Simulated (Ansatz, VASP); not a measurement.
BN in VASP and in Ansatz

```
B N
1.0
     0.00000    1.80092    1.80092
     1.80092    0.00000    1.80092
     1.80092    1.80092    0.00000
B N
1 1
Direct
  0.00000 0.00000 0.00000
  0.25000 0.25000 0.25000
```

Alike in both runs: functional revPBE; dispersion D3(BJ); k mesh 8 × 8 × 8; no spin polarisation.

Ansatz relaxed the structure, and its values are those at the end. VASP's run is a single point on that final structure, the one shown.

```csv
,VASP,Ansatz
version,VASP 6.6.1,Ansatz 0.2.0
potentials or method,"VASP PAW PBE potentials, release 64 (B, N), cutoff 600 eV","plane waves, PAW"
occupations,"methfessel-paxton of order 1, width 0.01 eV","cold, width 0.01 eV"
valence electrons in the cell,8,8
```

```tsv
	VASP	Ansatz	Ansatz less VASP
pressure (GPa)	0.0	0.0	-0.03
```

VASP's potentials were made for PBE, not for revPBE.
